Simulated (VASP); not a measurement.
A run of VASP 6.6.1 is set up as follows.

The input INCAR:

```
SYSTEM = Ta6C
PREC = Accurate ; ENCUT = 520
EDIFF = 1E-6 ; ISMEAR = 0
SIGMA = 0.1 ; LREAL = .FALSE.
LASPH = .TRUE. ; NELM = 80
ALGO = Normal ; ISIF = 2
LWAVE = .FALSE. ; LCHARG = .FALSE.
LDIPOL = .TRUE. ; IDIPOL = 3
DIPOL = 0.5 0.5 0.342 ; GGA = PE
NBANDS = 44
```

File KPOINTS:

```
regular mesh
0
G
  6 6 1
  0 0 0
```

The input POSCAR:

```
Ta6C
1.0
    4.6937283334      0.0000000000      0.0000000000
   -2.3468641667      4.0648879751      0.0000000000
    0.0000000000      0.0000000000     19.9881921067
Ta C
6 1
Direct
    0.6666666667      0.3333333333      0.2001181487
    0.3333333333      0.6666666667      0.2480516125
    0.0000000000      0.0000000000      0.2959850764
    0.6666666667      0.3333333333      0.3401842440
    0.3333333333      0.6666666667      0.3819724415
    0.0000000000      0.0000000000      0.4246603225
    0.0000000000      0.2222222222      0.5013649774
```

Potentials or basis: VASP PAW PBE potentials, release 64 (Ta_pv, C).

Run with:

```console
$ cat potpaw_PBE.64/Ta_pv/POTCAR potpaw_PBE.64/C/POTCAR > POTCAR
$ mpirun -np 1 vasp_std > vasp.out
```

(1) Predict the largest force.

(2) Predict the band gap on the k mesh.

## Answers

(1) 2.560 eV/Å.

(2) zero (bands 35 and 36 overlap by 0.10 eV).

Caveat: spin-orbit coupling is left out, which moves the levels of the heavy elements.
